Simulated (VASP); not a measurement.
# CsBe2: single point with PBE

The system is CsBe2.

```xyz
3
Lattice="0.0000 4.0856 4.0856 4.0856 0.0000 4.0856 4.0856 4.0856 0.0000" Properties=species:S:1:pos:R:3 pbc="T T T"
Cs    0.0000    0.0000    0.0000
Be    2.0428    2.0428    2.0428
Be    6.1284    6.1284    6.1284
```

```
Program                : VASP 6.6.1
Task                   : single point
Functional             : PBE
Potentials or basis    : VASP PAW PBE potentials, release 64 (Cs_sv, Be)
Cutoff                 : 520 eV
k mesh                 : 6 × 6 × 6
Occupations            : gaussian, width 0.1 eV
Spin                   : no spin polarisation
Dipole correction      : no
Further INCAR settings : ALGO = Normal; EDIFF = 1e-06; NBANDS = 14
```

* Pressure: 0.1 GPa
* Band gap on the k mesh: zero (an odd number of electrons rules out a gap without spin polarisation)

Levels at points of the mesh, in eV from the Fermi level:
```csv
k point,band 2,band 3,band 4,band 5,band 6,band 7,band 8,band 9,band 10,band 11
"(0.00, 0.00, 0.00)",-9.29,-9.29,-9.29,-3.93,-0.93,0.06,0.06,0.06,2.67,2.67
"(0.50, 0.00, 0.00)",-9.46,-9.32,-9.32,-2.92,-2.19,0.53,0.53,1.44,1.51,1.73
"(0.50, 0.50, 0.00)",-9.46,-9.35,-9.35,-2.28,-2.25,-0.90,0.67,0.67,2.36,2.36
```

Wall time 15 s on 1 thread of Intel(R) Xeon(R) 6975P-C (Granite Rapids), with other jobs on the host, peak memory 0.31 GiB.

Caveat: spin-orbit coupling is left out, which moves the levels of the heavy elements.
